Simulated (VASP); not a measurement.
# LiGeN (P4/mmm) in VASP: notebook, part 2 of 2

VASP 6.6.1. Earlier steps stand in the parts before.

## Step 5: Single point, PBE

This run uses another cell than the first one, of 12.78 Å³/atom.

The input, INCAR:

```
  PREC = Accurate
  ENCUT = 520
  EDIFF = 1E-7
  ISMEAR = 0
  SIGMA = 0.1
  LREAL = F
  LASPH = T
  NELM = 80
  ALGO = Normal
  ISIF = 2
  LWAVE = F
  LCHARG = F
  GGA = PE
  NBANDS = 18
```

The input, KPOINTS:

```
regular mesh
0
Gamma
  14 14 12
```

The input, POSCAR:

```
LiGeN
1.0
    3.1791411240      0.0000000000      0.0000000000
    0.0000000000      3.1791411240      0.0000000000
    0.0000000000      0.0000000000      3.7919860872
Li Ge N
1 1 1
Direct
    0.5000000000      0.5000000000      0.0000000000
    0.0000000000      0.0000000000      0.5000000000
    0.0000000000      0.0000000000      0.0000000000
```

Potentials or basis: VASP PAW PBE potentials, release 64 (Li_sv, Ge_d, N).

Run with:

```sh
> cat potpaw_PBE.64/Li_sv/POTCAR potpaw_PBE.64/Ge_d/POTCAR potpaw_PBE.64/N/POTCAR > POTCAR
> mpirun -np 1 vasp_std > vasp.out
```

OUTCAR:

```text
PREC = Accurate
   ENCUT = 520
   EDIFF = 1E-7
   ISMEAR = 0
   LREAL = F
   LASPH = T
   NELM = 80
   ISIF = 2
   GGA = PE

 ion  position               nearest neighbor table
   1  0.500  0.500  0.000-
   2  0.000  0.000  0.500-   3 1.90   3 1.90
   3  0.000  0.000  0.000-   2 1.90   2 1.90

  LATTYP: Found a simple tetragonal cell.
 ALAT       =     3.1791411240
 C/A-ratio  =     1.1927706067

  Lattice vectors:

 A1 = (   3.1791411240,   0.0000000000,   0.0000000000)
 A2 = (   0.0000000000,   3.1791411240,   0.0000000000)
 A3 = (   0.0000000000,   0.0000000000,   3.7919860872)

Analysis of symmetry for initial positions (statically):
=====================================================================
 Subroutine PRICEL returns:
 Original cell was already a primitive cell.

 Routine SETGRP: Setting up the symmetry group for a
 simple tetragonal supercell.

 Subroutine GETGRP returns: Found 16 space group operations
 (whereof 16 operations were pure point group operations)
 out of a pool of 16 trial point group operations.

The static configuration has the point symmetry D_4h.

[... 161 lines left out ...]
  energy without entropy =      -14.51322067  energy(sigma->0) =      -14.51419042

 E-fermi :   4.4772     XC(G=0): -10.3588

 val. band max:        4.4322007907   @ k =   0.4286   0.0000   0.2500
 cond. band min:       4.4864919761   @ k =   0.4286   0.3571   0.2500
 fundamental gap:      0.0542911854
 Fermi energy:         4.4771899773

 k-point     1 :       0.0000    0.0000    0.0000
  band No.  band energies     occupation
      1     -40.6157      2.00000
      2     -20.1122      2.00000
      3     -20.0939      2.00000
      4     -20.0411      2.00000
      5     -19.9466      2.00000
      6     -19.9466      2.00000
[... 481 lines left out ...]
      5     -19.9596      2.00000
      6     -19.9518      2.00000
[... 10 lines left out ...]
     17      15.6341      0.00000
     18      17.7786      0.00000

 [... further k-points ...]

------------------------ aborting loop because EDIFF is reached ----------------------------------------

  FORCE on cell =-STRESS in cart. coord.  units (eV):
  Direction    XX          YY          ZZ          XY          YZ          ZX
  --------------------------------------------------------------------------------------
  -------------------------------------------------------------------------------------
  Total       -0.0347603     -0.0347603     -0.0809540      0.0000000      0.0000000      0.0000000
  in kB       -1.4531417     -1.4531417     -3.3842491      0.0000000      0.0000000      0.0000000
  external PRESSURE =      -2.0968442 kB  Pullay stress =       0.0000000 kB

 VOLUME and BASIS-vectors are now :
 -----------------------------------------------------------------------------
  energy-cutoff  :      520.00
  volume of cell :       38.33
      direct lattice vectors                 reciprocal lattice vectors
     3.179141124  0.000000000  0.000000000     0.314550365  0.000000000  0.000000000
     0.000000000  3.179141124  0.000000000     0.000000000  0.314550365  0.000000000
     0.000000000  0.000000000  3.791986087     0.000000000  0.000000000  0.263714048

 POSITION                                       TOTAL-FORCE (eV/Angst)
 -----------------------------------------------------------------------------------
      1.58957      1.58957      0.00000         0.000000      0.000000      0.000000
      0.00000      0.00000      1.89599         0.000000      0.000000      0.000000
      0.00000      0.00000      0.00000         0.000000      0.000000      0.000000
 -----------------------------------------------------------------------------------
    total drift:                                0.000000     -0.000000     -0.000000

  FREE ENERGIE OF THE ION-ELECTRON SYSTEM (eV)
  ---------------------------------------------------
  free  energy   TOTEN  =       -14.5151601785 eV

  energy  without entropy=      -14.5132206670  energy(sigma->0) =      -14.51419042
```

OSZICAR:

```text
N       E                     dE             d eps       ncg     rms          rms(c)
DAV:   1     0.138136487390E+03    0.13814E+03   -0.11171E+04  9812   0.268E+03
DAV:   2     0.201452181478E+01   -0.13612E+03   -0.13105E+03  9914   0.499E+02
DAV:   3    -0.155299293844E+02   -0.17544E+02   -0.17371E+02 10832   0.112E+02
DAV:   4    -0.171376455946E+02   -0.16077E+01   -0.16011E+01 16590   0.254E+01
DAV:   5    -0.171568027823E+02   -0.19157E-01   -0.19146E-01 10772   0.256E+00    0.877E+00
DAV:   6    -0.147086406509E+02    0.24482E+01   -0.19857E+01 11944   0.318E+01    0.411E+00
DAV:   7    -0.145479627644E+02    0.16068E+00   -0.13157E+00 10002   0.711E+00    0.189E+00
DAV:   8    -0.145195615006E+02    0.28401E-01   -0.26199E-01  9950   0.345E+00    0.688E-01
DAV:   9    -0.145150371527E+02    0.45243E-02   -0.22308E-02 11466   0.109E+00    0.261E-01
DAV:  10    -0.145154045311E+02   -0.36738E-03   -0.29243E-03 11084   0.335E-01    0.161E-01
DAV:  11    -0.145151644474E+02    0.24008E-03   -0.54083E-04 10216   0.155E-01    0.352E-02
DAV:  12    -0.145151616017E+02    0.28456E-05   -0.23026E-05 11944   0.318E-02    0.186E-02
DAV:  13    -0.145151598848E+02    0.17169E-05   -0.64863E-06 10240   0.180E-02    0.409E-03
DAV:  14    -0.145151601718E+02   -0.28696E-06   -0.71441E-07 11560   0.923E-03    0.903E-04
DAV:  15    -0.145151601785E+02   -0.67134E-08   -0.42848E-08  5438   0.189E-03
   1 F= -.14515160E+02 E0= -.14514190E+02  d E =-.193951E-02
```

stdout:

```text
POSCAR found type information on POSCAR LiGeN
 POSCAR found :  3 types and       3 ions
 scaLAPACK will be used
 LDA part: xc-table for (Slater+PW92), standard interpolation
 POSCAR, INCAR and KPOINTS ok, starting setup
 FFT: planning ... GRIDC
 FFT: planning ... GRID_SOFT
 FFT: planning ... GRID
 WAVECAR not read
 entering main loop
```

Run time: 58 s. Hardware: 1 thread of Intel Xeon 6975P-C (Granite Rapids), shared host; peak memory 0.28 GiB.

What came out:

* Free energy: -14.5152 eV
* Band gap on the k mesh: zero (bands 11 and 12 overlap by 2.32 eV)

Caveat: the cutoff is under 1.25 times the usual one of these potentials, so pressure, stress and relaxed cells hold a basis-set (Pulay) error.

## Step 6: Relaxation of cell and atoms, PBE

This run uses another cell than the first one, of 12.52 Å³/atom.

The input, INCAR:

```
SYSTEM = LiGeN
  ALGO = Normal
  EDIFF = 1E-6
  EDIFFG = -0.01
  ENCUT = 600
  GGA = PE
  IBRION = 2
  ISIF = 3
  ISMEAR = 0
  LASPH = .TRUE.
  LCHARG = .FALSE.
  LREAL = .FALSE.
  LWAVE = .FALSE.
  NELM = 100
  NSW = 100
  PREC = Accurate
  SIGMA = 0.1
```

The input, KPOINTS:

```
k-points
0
G
  14 14 12
  0 0 0
```

The input, POSCAR:

```
LiGeN
1.0
    3.1517775073      0.0000000000      0.0000000000
    0.0000000000      3.1517775073      0.0000000000
    0.0000000000      0.0000000000      3.7811240955
Li Ge N
1 1 1
Direct
    0.5000000000      0.5000000000      0.0000000000
    0.0000000000      0.0000000000      0.5000000000
    0.0000000000      0.0000000000      0.0000000000
```

Potentials or basis: VASP PAW PBE potentials, release 64 (Li_sv, Ge_d, N).

Run with:

```sh
> cat potpaw_PBE.64/Li_sv/POTCAR potpaw_PBE.64/Ge_d/POTCAR potpaw_PBE.64/N/POTCAR > POTCAR
> mpirun -np 1 vasp_std > vasp.out
```

OUTCAR:

```text
SYSTEM = LiGeN
   EDIFF = 1E-6
   EDIFFG = -0.01
   ENCUT = 600
   GGA = PE
   IBRION = 2
   ISIF = 3
   ISMEAR = 0
   LASPH = .TRUE.
   LREAL = .FALSE.
   NELM = 100
   NSW = 100
   PREC = Accurate

 ion  position               nearest neighbor table
   1  0.500  0.500  0.000-
   2  0.000  0.000  0.500-   3 1.89   3 1.89
   3  0.000  0.000  0.000-   2 1.89   2 1.89

  LATTYP: Found a simple tetragonal cell.
 ALAT       =     3.1517775073
 C/A-ratio  =     1.1996798907

  Lattice vectors:

 A1 = (   3.1517775073,   0.0000000000,   0.0000000000)
 A2 = (   0.0000000000,   3.1517775073,   0.0000000000)
 A3 = (   0.0000000000,   0.0000000000,   3.7811240955)

Analysis of symmetry for initial positions (statically):
[... 310 lines left out ...]
      4     -19.9869      2.00000
      5     -19.8928      2.00000
      6     -19.8928      2.00000
      7     -10.7528      2.00000
      8      -1.4758      2.00000
      9      -1.0454      2.00000
     10       2.7436      2.00000
     11       2.7436      2.00000
     12      11.0368      0.00000
     13      11.0368      0.00000
     14      11.2079      0.00000
[... 401 lines left out ...]
      2     -20.0466      2.00000
      3     -20.0064      2.00000
      4     -19.9933      2.00000
      5     -19.9062      2.00000
      6     -19.8982      2.00000
      7     -10.0425      2.00000
      8      -0.8603      2.00000
      9      -0.5348      2.00000
     10       0.7838      2.00000
     11       2.3646      2.00000
     12       6.6086      0.00000
     13       8.9750      0.00000
     14      11.3412      0.00000
     15      12.1026      0.00000

 [... further k-points ...]

------------------------ aborting loop because EDIFF is reached ----------------------------------------

  FORCE on cell =-STRESS in cart. coord.  units (eV):
  Direction    XX          YY          ZZ          XY          YZ          ZX
  --------------------------------------------------------------------------------------
  -------------------------------------------------------------------------------------
  Total        0.0295376      0.0295376      0.0170029      0.0000000      0.0000000     -0.0000000
  in kB        1.2433264      1.2433264      0.7157014      0.0000000      0.0000000     -0.0000000
  external PRESSURE =       1.0674514 kB  Pullay stress =       0.0000000 kB
[... 18 lines left out ...]
  FREE ENERGIE OF THE ION-ELECTRON SYSTEM (eV)
  ---------------------------------------------------
  free  energy   TOTEN  =       -14.5156677223 eV

  energy  without entropy=      -14.5137061296  energy(sigma->0) =      -14.51468693

 reached required accuracy - stopping structural energy minimisation
```

OSZICAR:

```text
N       E                     dE             d eps       ncg     rms          rms(c)
DAV:   1     0.134393795140E+03    0.13439E+03   -0.12703E+04  7842   0.351E+03
DAV:   2     0.684447473511E+00   -0.13371E+03   -0.13120E+03  8386   0.550E+02
DAV:   3    -0.157477043142E+02   -0.16432E+02   -0.16226E+02 10130   0.128E+02
DAV:   4    -0.171705807302E+02   -0.14229E+01   -0.14217E+01 13057   0.281E+01
[... 26 lines left out ...]
DAV:   3    -0.145159849196E+02    0.87171E-03   -0.17312E-03 10269   0.661E-01    0.112E-01
DAV:   4    -0.145156818547E+02    0.30306E-03   -0.51469E-04 10726   0.311E-01    0.254E-02
DAV:   5    -0.145156693160E+02    0.12539E-04   -0.58290E-05  9847   0.143E-01    0.121E-02
DAV:   6    -0.145156680216E+02    0.12944E-05   -0.79478E-06  9142   0.264E-02    0.419E-03
DAV:   7    -0.145156677223E+02    0.29930E-06   -0.12835E-06  4592   0.108E-02
   4 F= -.14515668E+02 E0= -.14514687E+02  d E =-.460822E-03
```

CONTCAR:

```text
LiGeN
   1.00000000000000
     3.1700339753054183   -0.0000000000000000    0.0000000000000000
     0.0000000000000000    3.1700339753054183    0.0000000000000000
    -0.0000000000000000   -0.0000000000000000    3.7876789878526345
  Li              Ge              N
     1     1     1
Direct
     0.5000000000000000    0.5000000000000000    0.0000000000000000
     0.0000000000000000    1.0000000000000000    0.5000000000000000
     0.0000000000000000    0.0000000000000000    0.0000000000000000

  0.00000000E+00  0.00000000E+00  0.00000000E+00
  0.00000000E+00  0.00000000E+00  0.00000000E+00
  0.00000000E+00  0.00000000E+00  0.00000000E+00
```

It took 2.8 min on 1 thread of Intel Xeon 6975P-C (Granite Rapids), shared host; peak memory 0.31 GiB.

What came out:

| Quantity | Value |
| --- | --- |
| Free energy | -14.5157 eV |
| Relaxed volume | 12.69 Å³/atom |
| Relaxed cell | a = 3.170 Å, b = 3.170 Å, c = 3.788 Å, α = 90.00°, β = 90.00°, γ = 90.00° |
| Space group after relaxing (to 0.1 Å) | P4/mmm (No. 123) |
| Energy gained by relaxing | 0.5 meV/atom |
| Ionic steps | 4 |
| Pressure after relaxing | 0.1 GPa |
| Band gap on the k mesh | zero (bands 11 and 12 overlap by 2.34 eV) |

The path:
| step | energy change (eV) | largest force (eV/Å) | pressure (GPa) | volume (Å³) |
| --- | --- | --- | --- | --- |
| 1 | 0.0000 | 0.0000 | 0.85 | 37.56 |
| 2 | -0.0011 | 0.0000 | 0.01 | 37.92 |
| 3 | -0.0011 | 0.0000 | 0.09 | 37.93 |
| 4 | -0.0015 | 0.0000 | 0.11 | 38.06 |

Final structure:
```cif
data_structure
_symmetry_space_group_name_H-M 'P 1'
_symmetry_Int_Tables_number 1
_cell_length_a 3.1700
_cell_length_b 3.1700
_cell_length_c 3.7877
_cell_angle_alpha 90.000
_cell_angle_beta 90.000
_cell_angle_gamma 90.000
_cell_volume 38.06
loop_
_atom_site_label
_atom_site_type_symbol
_atom_site_fract_x
_atom_site_fract_y
_atom_site_fract_z
_atom_site_occupancy
Li1 Li 0.50000 0.50000 0.00000 1
Ge1 Ge 0.00000 0.00000 0.50000 1
N1 N 0.00000 0.00000 0.00000 1
```

Caveat: the cutoff is under 1.25 times the usual one of these potentials, so pressure, stress and relaxed cells hold a basis-set (Pulay) error.

## Step 7: The runs side by side

```tsv
task	cell	k mesh	cutoff (eV)	gap on the mesh (eV)	pressure (GPa)	relaxed volume (Å³/atom)
single point	a = 3.198, b = 3.198, c = 3.787 Å, 3 atoms	4 × 4 × 6	520	none	-	-
single point	a = 3.152, b = 3.152, c = 3.781 Å, 3 atoms	6 × 6 × 4	520	none	-	-
relaxation of cell and atoms	relaxed from a = 3.198, b = 3.198, c = 3.787 Å, 3 atoms	6 × 6 × 4	600	none	0.0	12.45
single point	a = 3.179, b = 3.179, c = 3.792 Å, 3 atoms	14 × 14 × 12	520	none	-	-
relaxation of cell and atoms	relaxed from a = 3.152, b = 3.152, c = 3.781 Å, 3 atoms	14 × 14 × 12	600	none	0.1	12.69
```

Alike in all rows: level PBE; potentials or basis VASP PAW PBE potentials, release 64 (Li_sv, Ge_d, N); no spin polarisation; smearing gaussian 0.1 eV.

Caveats: some runs use coarse meshes; the cutoff is under 1.25 times the usual one of these potentials, so pressure, stress and relaxed cells hold a basis-set (Pulay) error.

Absolute energies hang on the potentials; compare differences alone.
